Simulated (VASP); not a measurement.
# Si (Fd-3m) in VASP: single point with PBEsol

Aim: the single point of Si with PBEsol.

Program: VASP 6.6.1. These are calculated values, not measurements. Logs are shortened: lines on timing, memory, paths and dates and some standing lists are left out, and cuts for length are marked.

### Step 1. The cell of the first run

The structure is cubic, space group Fd-3m (No. 227). Conventional cell: a = 5.434 Å, b = 5.434 Å, c = 5.434 Å, α = 90.00°, β = 90.00°, γ = 90.00°. Within 3.1 Å of Si (site symmetry -43m) lie 4 Si at 2.35 Å.

### Step 2. Single point, PBEsol

Contents of INCAR:

```
SYSTEM = Si
PREC = Accurate
ENCUT = 520
EDIFF = 1E-6
ISMEAR = 0
SIGMA = 0.02
LREAL = Auto
LASPH = .True.
NELM = 80
ALGO = Normal
ISIF = 2
LWAVE = .False.
LCHARG = .True.
GGA = PS
LELF = .True.
LVHAR = .True.
NBANDS = 86
```

Contents of KPOINTS:

```
Automatic mesh
0
Gamma
  2 2 2
  0.5 0.5 0.5
```

Contents of POSCAR:

```
Si
1.0
    5.4338340902     -5.4338340902      5.4338340902
   -5.4338340902      5.4338340902      5.4338340902
   -5.4338340902     -5.4338340902     -5.4338340902
Si
32
Direct
    0.2500000000      0.0000000000      0.5000000000
    0.5000000000      0.0000000000      0.2500000000
    0.7500000000      0.0000000000      0.0000000000
    0.0000000000      0.2500000000      0.5000000000
    0.2500000000      0.2500000000      0.2500000000
    0.0000000000      0.0000000000      0.7500000000
    0.7500000000      0.5000000000      0.5000000000
    0.5000000000      0.2500000000      0.0000000000
    0.7500000000      0.2500000000      0.7500000000
    0.0000000000      0.5000000000      0.2500000000
    0.5000000000      0.7500000000      0.5000000000
    0.2500000000      0.5000000000      0.0000000000
    0.7500000000      0.7500000000      0.2500000000
    0.5000000000      0.5000000000      0.7500000000
    0.0000000000      0.7500000000      0.0000000000
    0.2500000000      0.7500000000      0.7500000000
    0.2500000000      0.0000000000      0.7500000000
    0.5000000000      0.0000000000      0.5000000000
    0.7500000000      0.0000000000      0.2500000000
    0.0000000000      0.2500000000      0.7500000000
    0.2500000000      0.2500000000      0.5000000000
    0.0000000000      0.0000000000      0.0000000000
    0.7500000000      0.5000000000      0.7500000000
    0.5000000000      0.2500000000      0.2500000000
    0.7500000000      0.2500000000      0.0000000000
    0.0000000000      0.5000000000      0.5000000000
    0.5000000000      0.7500000000      0.7500000000
    0.2500000000      0.5000000000      0.2500000000
    0.7500000000      0.7500000000      0.5000000000
    0.5000000000      0.5000000000      0.0000000000
    0.0000000000      0.7500000000      0.2500000000
    0.2500000000      0.7500000000      0.0000000000
```

Potentials or basis: VASP PAW PBE potentials, release 64 (Si).

On the command line:

```
$ cat potpaw_PBE.64/Si/POTCAR > POTCAR
$ mpirun -np 1 vasp_std > vasp.out
```

OUTCAR:

```text
SYSTEM = Si
   PREC = Accurate
   ENCUT = 520
   EDIFF = 1E-6
   ISMEAR = 0
   LREAL = Auto
   LASPH = .True.
   NELM = 80
   ISIF = 2
   GGA = PS

 ion  position               nearest neighbor table
   1  0.250  0.000  0.500-  17 2.35  18 2.35  21 2.35  31 2.35
   2  0.500  0.000  0.250-  18 2.35  19 2.35  24 2.35  32 2.35
   3  0.750  0.000  0.000-  19 2.35  22 2.35  25 2.35  27 2.35
   4  0.000  0.250  0.500-  19 2.35  20 2.35  21 2.35  26 2.35
   5  0.250  0.250  0.250-  21 2.35  22 2.35  24 2.35  28 2.35
   6  0.000  0.000  0.750-  17 2.35  20 2.35  22 2.35  29 2.35
[... 24 lines left out ...]
  31  0.000  0.750  0.250-   1 2.35  10 2.35  13 2.35  15 2.35
  32  0.250  0.750  0.000-   2 2.35  12 2.35  15 2.35  16 2.35

  LATTYP: Found a body centered cubic cell.
 ALAT       =    10.8676681804

  Lattice vectors:

 A1 = (   5.4338340902,  -5.4338340902,   5.4338340902)
 A2 = (  -5.4338340902,   5.4338340902,   5.4338340902)
 A3 = (  -5.4338340902,  -5.4338340902,  -5.4338340902)

Analysis of symmetry for initial positions (statically):
=====================================================================
 Subroutine PRICEL returns following result:

  LATTYP: Found a face centered cubic cell.
 ALAT       =     5.4338340902

  Lattice vectors:

 A1 = (  -2.7169170451,   2.7169170451,   0.0000000000)
 A2 = (  -0.0000000000,   2.7169170451,  -2.7169170451)
 A3 = (  -2.7169170451,   0.0000000000,  -2.7169170451)

  16 primitive cells build up your supercell.

 Routine SETGRP: Setting up the symmetry group for a
 body centered cubic supercell.

 Subroutine GETGRP returns: Found 48 space group operations
 (whereof 24 operations were pure point group operations)
 out of a pool of 48 trial point group operations.

The static configuration has the point symmetry T_d .
 The point group associated with its full space group is O_h .

Analysis of symmetry for dynamics (positions and initial velocities):
=====================================================================
 Subroutine PRICEL returns following result:

  LATTYP: Found a face centered cubic cell.
 ALAT       =     5.4338340902

  Lattice vectors:

 A1 = (  -2.7169170451,   2.7169170451,   0.0000000000)
 A2 = (  -0.0000000000,   2.7169170451,  -2.7169170451)
 A3 = (  -2.7169170451,   0.0000000000,  -2.7169170451)

  16 primitive cells build up your supercell.

[... 95 lines left out ...]
   PSTRESS=    0.0 pullay stress
   NELECT =     128.0000    total number of electrons
   NUPDOWN=      -1.0000    fix difference up-down
   EMIN   =  10.00;   EMAX   =-10.00  energy-range for DOS
   EFERMI =   0.00;   METHOD = LEGACY
   ISMEAR =     0;   SIGMA  =   0.02  broadening in eV -4-tet -1-fermi 0-gaus
   EFERMI_NEDOS =   21; number of points for ismear=-14 and -15
   IALGO  =     38    algorithm
   IMIX   =      4    mixing-type and parameters
     AMIX     =   0.40;   BMIX     =  1.00
     AMIX_MAG =   1.60;   BMIX_MAG =  1.00
  volume/ion in A,a.u.               =      20.06       135.34
  Fermi-wavevector in a.u.,A,eV,Ry     =   0.956500  1.807523 12.447873  0.914893
  Thomas-Fermi vector in A             =   2.085434
   LORBIT       =      0    0 simple, 1 ext, 2 COOP (PROOUT), +10 PAW based schemes
   GGA     = PS    functional components
   LHFCALC =     F    Hartree Fock is set to
   AEXX    =    0.0000 exact exchange contribution
   IVDW    =     0    specifies the selected vdW correction
   LEPSILON=     F    determine dielectric tensor
   LRPA    =     F    only Hartree local field effects (RPA)
 non-spin polarized calculation
 Gauss-broadening in eV      SIGMA  =   0.02
  energy-cutoff  :      520.00
  volume of cell :      641.77
 maximum number of plane-waves:     17304
 NGX is ok and might be reduce to    70
   NGX = 35   NGY = 35   NGZ = 35

 number of electron     127.9999994 magnetization

 Free energy of the ion-electron system (eV)
  ---------------------------------------------------
  ext. energy  EPLUGINS =         0.00000000
  ---------------------------------------------------
  free energy    TOTEN  =      -183.82240076 eV

  energy without entropy =     -183.82240076  energy(sigma->0) =     -183.82240076

 E-fermi :   5.1271     XC(G=0):  -9.5454

 val. band max:        5.0107070574   @ k =   0.2500   0.2500   0.2500
 cond. band min:       6.2803480870   @ k =  -0.2500   0.2500   0.2500
 fundamental gap:      1.2696410295
 Fermi energy:         5.1270913718

 k-point     1 :       0.2500    0.2500    0.2500
  band No.  band energies     occupation
      1      -5.4021      2.00000
      2      -5.4021      2.00000
      3      -5.4021      2.00000
      4      -5.4021      2.00000
      5      -3.4756      2.00000
      6      -3.4756      2.00000
[... 68 lines left out ...]
     75       7.1897      0.00000
     76       7.1897      0.00000

 k-point     2 :      -0.2500    0.2500    0.2500
  band No.  band energies     occupation
      1      -5.9306      2.00000
      2      -4.8710      2.00000
      3      -4.8710      2.00000
      4      -4.8710      2.00000
      5      -4.8710      2.00000
      6      -4.0207      2.00000
[... 68 lines left out ...]
     75       8.0615      0.00000
     76       8.1471      0.00000
 [bands above 76 left out]

------------------------ aborting loop because EDIFF is reached ----------------------------------------

  FORCE on cell =-STRESS in cart. coord.  units (eV):
  Direction    XX          YY          ZZ          XY          YZ          ZX
  --------------------------------------------------------------------------------------
  -------------------------------------------------------------------------------------
  Total        0.5387911      0.5387911      0.5387911      0.0000000      0.0000000     -0.0000000
  in kB        1.3450916      1.3450916      1.3450916      0.0000000      0.0000000     -0.0000000
  external PRESSURE =       1.3450916 kB  Pullay stress =       0.0000000 kB

 VOLUME and BASIS-vectors are now :
 -----------------------------------------------------------------------------
  energy-cutoff  :      520.00
  volume of cell :      641.77
      direct lattice vectors                 reciprocal lattice vectors
     5.433834090 -5.433834090  5.433834090     0.000000000 -0.092016059  0.092016059
    -5.433834090  5.433834090  5.433834090    -0.092016059  0.000000000  0.092016059
    -5.433834090 -5.433834090 -5.433834090    -0.092016059 -0.092016059  0.000000000

 POSITION                                       TOTAL-FORCE (eV/Angst)
 -----------------------------------------------------------------------------------
     -1.35846     -4.07538     -1.35846         0.000000      0.000000     -0.000000
      1.35846     -4.07538      1.35846        -0.000000      0.000000     -0.000000
      4.07538     -4.07538      4.07538         0.000000     -0.000000     -0.000000
     -4.07538     -1.35846     -1.35846         0.000000     -0.000000     -0.000000
     -1.35846     -1.35846      1.35846         0.000000     -0.000000     -0.000000
     -4.07538     -4.07538     -4.07538        -0.000000     -0.000000     -0.000000
[... 24 lines left out ...]
     -5.43383      2.71692      2.71692        -0.000000      0.000000      0.000000
     -2.71692      2.71692      5.43383         0.000000      0.000000      0.000000
 -----------------------------------------------------------------------------------
    total drift:                               -0.000000      0.000000      0.000000

  FREE ENERGIE OF THE ION-ELECTRON SYSTEM (eV)
  ---------------------------------------------------
  free  energy   TOTEN  =      -183.8224007580 eV

  energy  without entropy=     -183.8224007580  energy(sigma->0) =     -183.82240076
```

stdout:

```text
POSCAR found type information on POSCAR Si
 POSCAR found :  1 types and      32 ions
 scaLAPACK will be used
 -----------------------------------------------------------------------------
|                                                                             |
|                                                                             |
|     You enforced a specific xc type in the INCAR file but a different       |
|     I HOPE YOU KNOW WHAT YOU ARE DOING!                                     |
|                                                                             |
 -----------------------------------------------------------------------------

 LDA part: xc-table for (Slater+PW92), standard interpolation
 POSCAR, INCAR and KPOINTS ok, starting setup
 FFT: planning ... GRIDC
 FFT: planning ... GRID_SOFT
 FFT: planning ... GRID
 WAVECAR not read
 entering main loop
```

Wall time 2.8 min (1 thread of Intel Xeon Platinum 8259CL at 2.50GHz (Skylake/Cascade Lake), shared host); peak memory 0.65 GiB.

Results:

| Property | Result |
| --- | --- |
| Free energy | -183.8224 eV |
| Pressure | 0.1 GPa |
| Band gap on the k mesh | 1.27 eV |

Levels at points of the mesh, in eV from the valence-band top:
```
           k point  band 62  band 63  band 64  band 65  band 66  band 67
(0.25, 0.25, 0.25)     0.00     0.00     0.00     2.18     2.18     2.18
```

Caveat: the PAW data sets were made with another functional, which shifts forces and pressure a little. A k mesh can miss the band edges.
